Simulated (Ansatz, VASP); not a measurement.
## Two plane-wave programs on SnO2

```
CELL_PARAMETERS angstrom
5.37733 0.00000 0.00000
0.00000 4.76688 0.00000
0.00000 0.00000 3.22013
ATOMIC_POSITIONS crystal
Sn 0.50000 0.50000 0.50000
Sn 0.00000 0.00000 0.00000
O 0.31905 0.30512 0.00000
O 0.81905 0.19488 0.50000
O 0.18095 0.80512 0.50000
O 0.68095 0.69488 0.00000
```

Change from the starting cell: volume 13.757 Å^3 an atom, stretch along a over the lengths across it, relative to the relaxed cell 1.1282.

Alike in both runs: functional LDA; k mesh 6 × 6 × 10; occupations gaussian, width 0.05 eV; no spin polarisation.

Ansatz relaxed the structure, and its values are those at the end. VASP's run is a single point on that final structure, the one shown.

```csv
,VASP,Ansatz
version,VASP 6.6.1,Ansatz 0.2.0
potentials or method,"VASP PAW LDA potentials, release 64 (Sn_d, O), cutoff 520 eV","scalar-relativistic, plane waves, PAW"
valence electrons in the cell,52,52
```

Ansatz gave:

| Property | Result |
| --- | --- |
| gap on the k mesh at the Fermi level (eV) | 0.28 |
| least direct gap on the mesh (eV) | 0.33 |
| pressure (GPa) | -18.8 |
| rms of the force components (eV/Å) | 0.002 |

Task: Which values does VASP return?

Result: gap on the k mesh at the Fermi level (eV): 0.29; least direct gap on the mesh (eV): 0.33; pressure (GPa): -18.2; rms of the force components (eV/Å): 0.022.

LDA's correlation is that of Perdew and Zunger in VASP and of Perdew and Wang (1992) in Ansatz. Ansatz's warnings: stress scf threshold loose.
